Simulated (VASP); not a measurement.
Crystal: SrO.

```xyz
2
Lattice="0.0000 2.5799 2.5799 2.5799 0.0000 2.5799 2.5799 2.5799 0.0000" Properties=species:S:1:pos:R:3 pbc="T T T"
Sr    0.0000    0.0000    0.0000
O     2.5799    2.5799    2.5799
```

Base run:

| Item | Value |
| --- | --- |
| Program | VASP 6.6.1 |
| Functional | PBEsol |
| Potentials or basis | VASP PAW PBE potentials, release 64 (Sr_sv, O) |
| Cutoff | 520 eV |
| k mesh | 6 × 6 × 6 |
| Occupations | gaussian, width 0.01 eV |
| Spin | no spin polarisation |

Its results: band gap on the k mesh 3.16 eV (least direct gap 3.26 eV); pressure -1.4 GPa.

Question: The run is repeated on the same cell with these changes: functional from PBEsol to PBE-based screened hybrid with 15 % exact exchange; k mesh from 6 × 6 × 6 to 4 × 4 × 4. What comes out?

Answer: Band gap on the k mesh 3.76 eV (least direct gap 3.86 eV); pressure 1.2 GPa.

Several settings changed at once.

Caveats: some runs use coarse meshes; the PAW data sets were made with another functional, which shifts forces and pressure a little.

A k mesh can miss the band edges.
